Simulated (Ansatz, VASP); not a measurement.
# Two plane-wave programs on C

```
CELL_PARAMETERS angstrom
0.00000 1.77692 1.77692
1.77692 0.00000 1.77692
1.77692 1.77692 0.00000
ATOMIC_POSITIONS crystal
C 0.50000 0.50000 0.50000
C 0.75000 0.75000 0.75000
```

Alike in both runs: functional PBEsol; k mesh 8 × 8 × 8; occupations fermi-dirac, width 0.05 eV; no spin polarisation.

Ansatz relaxed the structure, and its values are those at the end. VASP's run is a single point on that final structure, the one shown.

```csv
,VASP,Ansatz
version,VASP 6.6.1,Ansatz 0.2.0
potentials or method,"VASP PAW PBE potentials, release 64 (C), cutoff 520 eV","plane waves (420 eV) with PAW, scalar-relativistic"
valence electrons in the cell,8,8
```

```tsv
	VASP	Ansatz	Ansatz less VASP
pressure (GPa)	1.1	0.0	-1.09
```

VASP's potentials were made for PBE, not for PBEsol, and Ansatz warns of the same on its side.
